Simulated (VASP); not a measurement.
# W (a cell with a defect) in VASP: notebook

The runs below take W (a cell with a defect) through single point, with PBEsol.

Everything below comes from runs of VASP 6.6.1. Logs are shortened: lines on timing, memory, paths and dates and some standing lists are left out, and cuts for length are marked.

## (1) The cell of the first run

The cell holds a defect, 15 atoms: a = 6.320 Å, b = 6.320 Å, c = 6.320 Å, α = 90.00°, β = 90.00°, γ = 90.00°.

## (2) Single point, PBEsol

File INCAR:

```
PREC = Accurate
ENCUT = 520
EDIFF = 1E-6
ISMEAR = -1
SIGMA = 0.15
LREAL = Auto
LASPH = T
NELM = 60
ALGO = Normal
ISIF = 2
LWAVE = F
LCHARG = T
GGA = PS
LELF = T
LVHAR = T
NBANDS = 118
```

File KPOINTS:

```
regular mesh
0
Gamma
  3 3 3
```

File POSCAR:

```
W
1.0
    6.3200000000      0.0000000000      0.0000000000
    0.0000000000      6.3200000000      0.0000000000
    0.0000000000      0.0000000000      6.3200000000
W
15
Direct
   -0.1737039557      0.1736088608     -0.1721273734
    0.4910484177     -0.0058507911      0.0071579114
    0.0057944620      0.5088675633      0.0071707278
    0.0057066456     -0.0057585443      0.4927759494
    0.2460520570      0.2491852848      0.2474416139
    0.5020447785      0.4978884494      0.0016985759
    0.5018900316     -0.0003919304      0.5033810127
    0.7472409810      0.2527275316      0.2567140823
    0.0003109177      0.4980636076      0.5033851266
    0.2489389241      0.7510234177      0.2502134494
    0.2552207278      0.2525906646      0.7486324367
    0.5025488924      0.4974077532      0.5039139241
    0.7508011076      0.7539422468      0.2473822785
    0.2461677215      0.7537412975      0.7521039557
    0.7473270570      0.7446438291      0.7485963608
```

Potentials or basis: VASP PAW PBE potentials, release 64 (W_sv).

Started as:

```console
$ cat potpaw_PBE.64/W_sv/POTCAR > POTCAR
$ mpirun -np 1 vasp_std > vasp.out
```

OUTCAR:

```text
PREC = Accurate
   ENCUT = 520
   EDIFF = 1E-6
   ISMEAR = -1
   LREAL = Auto
   LASPH = T
   NELM = 60
   ISIF = 2
   GGA = PS

 ion  position               nearest neighbor table
   1  0.826  0.174  0.828-   4 2.66   2 2.66   3 2.66   8 2.80  11 2.80  15 2.80   6 3.10   7 3.10
                             9 3.10
   2  0.491  0.994  0.007-   1 2.66  10 2.66   5 2.70  14 2.70  13 2.70  11 2.75   8 2.79  15 2.79
                             7 3.14   6 3.14   6 3.18   7 3.18
   3  0.006  0.509  0.007-   1 2.66  10 2.66  13 2.70  14 2.70   5 2.70  15 2.75   8 2.79  11 2.79
                             9 3.14   6 3.14   6 3.18   9 3.18
   4  0.006  0.994  0.493-   1 2.66  10 2.66  14 2.70  13 2.70   5 2.70   8 2.75  11 2.79  15 2.79
                             9 3.14   7 3.14   7 3.19   9 3.19
   5  0.246  0.249  0.247-   2 2.70   3 2.70   4 2.70   6 2.74   9 2.74  12 2.78   7 2.78  10 3.15
                            11 3.15   8 3.15  11 3.17   8 3.17  10 3.17
   6  0.502  0.498  0.002-  15 2.72  11 2.72   8 2.72   5 2.74  13 2.74  10 2.75  14 2.78   1 3.10
                             3 3.14   2 3.14  12 3.15  12 3.17   2 3.18   3 3.18
   7  0.502  1.000  0.503-  11 2.72   8 2.72  15 2.72  14 2.74  13 2.74  10 2.75   5 2.78   1 3.10
                             4 3.14   2 3.14  12 3.15  12 3.17   2 3.18   4 3.19
   8  0.747  0.253  0.257-  12 2.69   9 2.72   7 2.72   6 2.72   4 2.75   3 2.79   2 2.79   1 2.80
                            13 3.15   5 3.15   5 3.17  13 3.17
   9  0.000  0.498  0.503-  15 2.72   8 2.72  11 2.72  14 2.74   5 2.74  10 2.75  13 2.78   1 3.10
                             4 3.14   3 3.14  12 3.15  12 3.17   3 3.18   4 3.19
  10  0.249  0.751  0.250-   2 2.66   3 2.66   4 2.66   7 2.75   6 2.75   9 2.75  12 2.78  14 3.15
                            13 3.15   5 3.15   5 3.17  13 3.17  14 3.17
  11  0.255  0.253  0.749-  12 2.69   7 2.72   6 2.72   9 2.72   2 2.75   4 2.79   3 2.79   1 2.80
                             5 3.15  14 3.15  14 3.17   5 3.17
  12  0.503  0.497  0.504-   8 2.69  15 2.69  11 2.69  10 2.78  14 2.78   5 2.78  13 2.78   9 3.15
                             6 3.15   7 3.15   7 3.17   6 3.17   9 3.17
  13  0.751  0.754  0.247-   3 2.70   2 2.70   4 2.70   6 2.74   7 2.74  12 2.78   9 2.78  10 3.15
                            15 3.15   8 3.15  15 3.17   8 3.17  10 3.17
  14  0.246  0.754  0.752-   3 2.70   2 2.70   4 2.70   9 2.74   7 2.74  12 2.78   6 2.78  10 3.15
                            15 3.15  11 3.15  11 3.17  15 3.17  10 3.17
  15  0.747  0.745  0.749-  12 2.69   9 2.72   6 2.72   7 2.72   3 2.75   4 2.79   2 2.79   1 2.80
                            13 3.15  14 3.15  14 3.17  13 3.17

  LATTYP: Found a simple cubic cell.
 ALAT       =     6.3200000000

  Lattice vectors:

 A1 = (   6.3200000000,   0.0000000000,   0.0000000000)
 A2 = (   0.0000000000,   6.3200000000,   0.0000000000)
 A3 = (   0.0000000000,   0.0000000000,   6.3200000000)

Analysis of symmetry for initial positions (statically):
=====================================================================
 Subroutine PRICEL returns:
 Original cell was already a primitive cell.

 Routine SETGRP: Setting up the symmetry group for a
 simple cubic supercell.

 Subroutine GETGRP returns: Found  1 space group operations
 (whereof  1 operations were pure point group operations)
 out of a pool of 48 trial point group operations.

The static configuration has the point symmetry C_1 .

Analysis of symmetry for dynamics (positions and initial velocities):
=====================================================================
 Subroutine PRICEL returns:
 Original cell was already a primitive cell.

 Routine SETGRP: Setting up the symmetry group for a
 simple cubic supercell.

 Subroutine GETGRP returns: Found  1 space group operations
 (whereof  1 operations were pure point group operations)
 out of a pool of 48 trial point group operations.

The dynamic configuration has the point symmetry C_1 .

 Subroutine INISYM returns: Found  1 space group operations
 (whereof  1 operations are pure point group operations),
 and found     1 'primitive' translations

----------------------------------------------------------------------------------------

                                     Primitive cell

  volume of cell :     252.4360

  direct lattice vectors                    reciprocal lattice vectors
     6.320000000  0.000000000  0.000000000     0.158227848  0.000000000  0.000000000
     0.000000000  6.320000000  0.000000000     0.000000000  0.158227848  0.000000000
     0.000000000  0.000000000  6.320000000     0.000000000  0.000000000  0.158227848

  length of vectors
     6.320000000  6.320000000  6.320000000     0.158227848  0.158227848  0.158227848

  position of ions in fractional coordinates (direct lattice)
     0.826296044  0.173608861  0.827872627
     0.491048418  0.994149209  0.007157911
     0.005794462  0.508867563  0.007170728
     0.005706646  0.994241456  0.492775949
     0.246052057  0.249185285  0.247441614
     0.502044779  0.497888449  0.001698576
     0.501890032  0.999608070  0.503381013
     0.747240981  0.252727532  0.256714082
     0.000310918  0.498063608  0.503385127
     0.248938924  0.751023418  0.250213449
     0.255220728  0.252590665  0.748632437
     0.502548892  0.497407753  0.503913924
     0.750801108  0.753942247  0.247382278
     0.246167722  0.753741297  0.752103956
     0.747327057  0.744643829  0.748596361

  ion indices of the primitive-cell ions
   primitive index   ion index
                 1           1
                 2           2
                 3           3
                 4           4
                 5           5
                 6           6
                 7           7
                 8           8
                 9           9
                10          10
                11          11
                12          12
                13          13
                14          14
                15          15

----------------------------------------------------------------------------------------

 KPOINTS: regular mesh

Automatic generation of k-mesh.
 Grid dimensions read from file:
 generate k-points for:    3    3    3

 Generating k-lattice:

  Cartesian coordinates                     Fractional coordinates (reciprocal lattice)
     0.052742616  0.000000000  0.000000000     0.333333333  0.000000000  0.000000000
     0.000000000  0.052742616  0.000000000     0.000000000  0.333333333  0.000000000
     0.000000000  0.000000000  0.052742616     0.000000000  0.000000000  0.333333333

  Length of vectors
     0.052742616  0.052742616  0.052742616

  Shift w.r.t. Gamma in fractional coordinates (k-lattice)
     0.000000000  0.000000000  0.000000000

 Subroutine IBZKPT returns following result:
 ===========================================

 Found     14 irreducible k-points:

 Following reciprocal coordinates:
            Coordinates               Weight
  0.000000  0.000000  0.000000      1.000000
  0.333333  0.000000  0.000000      2.000000
  0.000000  0.333333  0.000000      2.000000
  0.000000  0.000000  0.333333      2.000000
  0.333333  0.333333  0.000000      2.000000
  0.000000  0.333333  0.333333      2.000000
  0.333333  0.000000  0.333333      2.000000
 -0.333333  0.333333  0.000000      2.000000
 -0.333333  0.000000  0.333333      2.000000
  0.000000 -0.333333  0.333333      2.000000
  0.333333  0.333333  0.333333      2.000000
 -0.333333  0.333333  0.333333      2.000000
 -0.333333 -0.333333  0.333333      2.000000
  0.333333 -0.333333  0.333333      2.000000
   k-points           NKPTS =     14   k-points in BZ     NKDIM =     14   number of bands    NBANDS=    118
   number of dos      NEDOS =    301   number of ions     NIONS =     15
   total plane-waves  NPLWV = 110592
   dimension x,y,z NGX =    48 NGY =   48 NGZ =   48
   dimension x,y,z NGXF=    96 NGYF=   96 NGZF=   96
   ions per type =              15
   NGX,Y,Z   is equivalent  to a cutoff of  12.63, 12.63, 12.63 a.u.
   NGXF,Y,Z  is equivalent  to a cutoff of  25.25, 25.25, 25.25 a.u.
 SYSTEM =  unknown system
   PREC   = accura    normal or accurate (medium, high low for compatibility)
   ISTART =      0    job   : 0-new  1-cont  2-samecut
   ICHARG =      2    charge: 1-file 2-atom 10-const
   ISPIN  =      1    spin polarized calculation?
   LNONCOLLINEAR =      F non collinear calculations
   LSORBIT =      F    spin-orbit coupling
   LASPH  =      T    aspherical Exc in radial PAW
   ENCUT  =  520.0 eV  38.22 Ry    6.18 a.u.  11.75 11.75 11.75*2*pi/ulx,y,z
   NELM   =     60;   NELMIN=  2; NELMDL= -5     # of ELM steps
   EDIFF  = 0.1E-05   stopping-criterion for ELM
   LREAL  =      T    real-space projection
   EDIFFG = 0.1E-04   stopping-criterion for IOM
   NSW    =      0    number of steps for IOM
[... 5 lines left out ...]
   TEBEG  =    0.0;   TEEND  =   0.0 temperature during run
   PSTRESS=    0.0 pullay stress
   NELECT =     210.0000    total number of electrons
   NUPDOWN=      -1.0000    fix difference up-down
   EMIN   =  10.00;   EMAX   =-10.00  energy-range for DOS
   EFERMI =   0.00;   METHOD = LEGACY
   ISMEAR =    -1;   SIGMA  =   0.15  broadening in eV -4-tet -1-fermi 0-gaus
   EFERMI_NEDOS =   21; number of points for ismear=-14 and -15
   IALGO  =     38    algorithm
   IMIX   =      4    mixing-type and parameters
     AMIX     =   0.40;   BMIX     =  1.00
     AMIX_MAG =   1.60;   BMIX_MAG =  1.00
  volume/ion in A,a.u.               =      16.83       113.57
  Fermi-wavevector in a.u.,A,eV,Ry     =   1.539681  2.909576 32.254225  2.370619
  Thomas-Fermi vector in A             =   2.645875
   LORBIT       =      0    0 simple, 1 ext, 2 COOP (PROOUT), +10 PAW based schemes
   GGA     = PS    functional components
   LHFCALC =     F    Hartree Fock is set to
   AEXX    =    0.0000 exact exchange contribution
   IVDW    =     0    specifies the selected vdW correction
   LEPSILON=     F    determine dielectric tensor
   LRPA    =     F    only Hartree local field effects (RPA)
 non-spin polarized calculation
  energy-cutoff  :      520.00
  volume of cell :      252.44
 maximum number of plane-waves:      6859
   NGX = 23   NGY = 23   NGZ = 23

 number of electron     210.0000005 magnetization

 Free energy of the ion-electron system (eV)
  ---------------------------------------------------
  ext. energy  EPLUGINS =         0.00000000
  ---------------------------------------------------
  free energy    TOTEN  =      -202.19184264 eV

  energy without entropy =     -201.49149520  energy(sigma->0) =     -201.84166892

 E-fermi :  10.1233     XC(G=0): -13.3515

 val. band max:       10.0592892065   @ k =   0.0000   0.0000   0.0000
 cond. band min:      10.1378398434   @ k =  -0.3333  -0.3333   0.3333
 fundamental gap:      0.0785506369
 Fermi energy:        10.1232706882

 k-point     1 :       0.0000    0.0000    0.0000
  band No.  band energies     occupation
      1     -63.9400      2.00000
      2     -63.7436      2.00000
      3     -63.6878      2.00000
      4     -63.6868      2.00000
      5     -63.6620      2.00000
      6     -63.6619      2.00000
[... 109 lines left out ...]
    116      11.9279      0.00001
    117      12.2361      0.00000
[... 1558 lines left out ...]
    116      12.1436      0.00000
    117      12.2305      0.00000
 [bands above 117 left out]

------------------------ aborting loop because EDIFF is reached ----------------------------------------

  FORCE on cell =-STRESS in cart. coord.  units (eV):
  Direction    XX          YY          ZZ          XY          YZ          ZX
  --------------------------------------------------------------------------------------
  -------------------------------------------------------------------------------------
  Total      -10.9835990    -10.9882785    -10.9870999      3.1552783      3.1641597     -3.1589098
  in kB      -69.7114340    -69.7411340    -69.7336538     20.0261294     20.0824988    -20.0491783
  external PRESSURE =     -69.7287406 kB  Pullay stress =       0.0000000 kB

 VOLUME and BASIS-vectors are now :
 -----------------------------------------------------------------------------
  energy-cutoff  :      520.00
  volume of cell :      252.44
      direct lattice vectors                 reciprocal lattice vectors
     6.320000000  0.000000000  0.000000000     0.158227848  0.000000000  0.000000000
     0.000000000  6.320000000  0.000000000     0.000000000  0.158227848  0.000000000
     0.000000000  0.000000000  6.320000000     0.000000000  0.000000000  0.158227848

 POSITION                                       TOTAL-FORCE (eV/Angst)
 -----------------------------------------------------------------------------------
      5.22219      1.09721      5.23216        -0.750622      0.750096     -0.744259
      3.10343      6.28302      0.04524         0.062134     -0.071993      0.070340
      0.03662      3.21604      0.04532         0.071981     -0.061853      0.070216
      0.03607      6.28361      3.11434         0.077298     -0.077785      0.036536
      1.55505      1.57485      1.56383         0.059782     -0.019126      0.065130
      3.17292      3.14666      0.01073         0.019721     -0.019180      0.082410
      3.17194      6.31752      3.18137         0.029192     -0.079806      0.019238
      4.72256      1.59724      1.62243         0.079590     -0.080885      0.025098
      0.00196      3.14776      3.18139         0.081683     -0.030111      0.018342
      1.57329      4.74647      1.58135        -0.014301      0.013800      0.000027
      1.61299      1.59637      4.73136         0.028806     -0.071543      0.081103
      3.17611      3.14362      3.18474         0.106522     -0.109406      0.105517
      4.74506      4.76491      1.56346         0.016417     -0.061575      0.067185
      1.55578      4.76365      4.75330         0.059398     -0.056729      0.019896
      4.72311      4.70615      4.73113         0.072398     -0.023903      0.083220
 -----------------------------------------------------------------------------------
    total drift:                                0.001208     -0.002569     -0.000823

  FREE ENERGIE OF THE ION-ELECTRON SYSTEM (eV)
  ---------------------------------------------------
  free  energy   TOTEN  =      -202.1918426389 eV

  energy  without entropy=     -201.4914951955  energy(sigma->0) =     -201.84166892
```

Wall time 11 min (1 thread of Intel Xeon Platinum 8488C (Sapphire Rapids), shared host); peak memory 0.46 GiB.

Results:

| Item | Value |
| --- | --- |
| Free energy | -202.1918 eV |
| Pressure | -7.0 GPa |
| Largest force | 1.296 eV/Å |
| Band gap on the k mesh | zero (bands 105 and 106 overlap by 0.14 eV) |

Forces on the atoms (eV/Å):
```
W   -0.751  0.750 -0.744
W    0.062 -0.072  0.070
W    0.072 -0.062  0.070
W    0.077 -0.078  0.037
W    0.060 -0.019  0.065
W    0.020 -0.019  0.082
W    0.029 -0.080  0.019
W    0.080 -0.081  0.025
W    0.082 -0.030  0.018
W   -0.014  0.014  0.000
W    0.029 -0.072  0.081
W    0.107 -0.109  0.106
W    0.016 -0.062  0.067
W    0.059 -0.057  0.020
W    0.072 -0.024  0.083
```

Stress tensor (GPa, compression positive):
```
-6.97  2.00 -2.00
 2.00 -6.97  2.01
-2.00  2.01 -6.97
```

Caveat: the PAW data sets were made with another functional, which shifts forces and pressure a little; spin-orbit coupling is left out, which moves the levels of the heavy elements.

## (3) Single point, PBEsol

File INCAR:

```
  PREC = Accurate
  ENCUT = 520
  EDIFF = 1E-6
  ISMEAR = -1
  SIGMA = 0.15
  LREAL = Auto
  LASPH = T
  NELM = 80
  ALGO = Normal
  ISIF = 2
  LWAVE = F
  LCHARG = F
  GGA = PS
  NBANDS = 118
```

File KPOINTS:

```
Automatic mesh
0
Gamma
  3 3 3
```

File POSCAR:

```
W
1.0
    6.3200000000      0.0000000000      0.0000000000
    0.0000000000      6.3200000000      0.0000000000
    0.0000000000      0.0000000000      6.3200000000
W
15
Direct
   -0.1358384494      0.1356643987     -0.1333625000
    0.4910034810     -0.0045955696      0.0065580696
    0.0045376582      0.5089132911      0.0065862342
    0.0044098101     -0.0044484177      0.4935335443
    0.2455430380      0.2472900316      0.2476052215
    0.5038566456      0.4960824367      0.0007628165
    0.5036319620      0.0012052215      0.5058125000
    0.7466862342      0.2532441456      0.2587090190
   -0.0013109177      0.4963488924      0.5058262658
    0.2520243671      0.7479310127      0.2539628165
    0.2564344937      0.2531348101      0.7487297468
    0.5001246835      0.4998245253      0.5020618671
    0.7526492089      0.7544286392      0.2475077532
    0.2456183544      0.7542030063      0.7546735759
    0.7467125000      0.7433072785      0.7486933544
```

Potentials or basis: VASP PAW PBE potentials, release 64 (W_sv).

Started as:

```console
$ cat potpaw_PBE.64/W_sv/POTCAR > POTCAR
$ mpirun -np 1 vasp_std > vasp.out
```

It took 17 min on 1 thread of AMD EPYC 7R13, shared host; peak memory 0.44 GiB.

It converged, with:

| Item | Value |
| --- | --- |
| Free energy | -202.0678 eV |
| Pressure | -6.8 GPa |
| Largest force | 0.131 eV/Å |
| Band gap on the k mesh | zero (bands 105 and 106 overlap by 0.15 eV) |

Forces in eV/Å, atoms in the order of the input:
```
W    0.083 -0.079  0.064
W    0.004  0.015 -0.018
W   -0.017 -0.008 -0.017
W   -0.015  0.010 -0.025
W   -0.006  0.001  0.002
W   -0.007  0.002 -0.008
W    0.007  0.005  0.001
W   -0.003  0.004 -0.003
W   -0.003 -0.012 -0.002
W   -0.023  0.023 -0.004
W    0.003  0.013  0.001
W   -0.009  0.002  0.000
W   -0.001  0.005  0.007
W   -0.004  0.010 -0.002
W   -0.009  0.010  0.002
```

Stress tensor (GPa, compression positive):
```
-6.79  1.71 -1.71
 1.71 -6.80  1.71
-1.71  1.71 -6.78
```

Levels at points of the mesh, in eV from the Fermi level:
```tsv
k point	band 103	band 104	band 105	band 106	band 107	band 108
(0.00, 0.00, 0.00)	-0.03	0.17	0.17	0.82	0.85	0.85
```

Caveat: the PAW data sets were made with another functional, which shifts forces and pressure a little; spin-orbit coupling is left out, which moves the levels of the heavy elements.
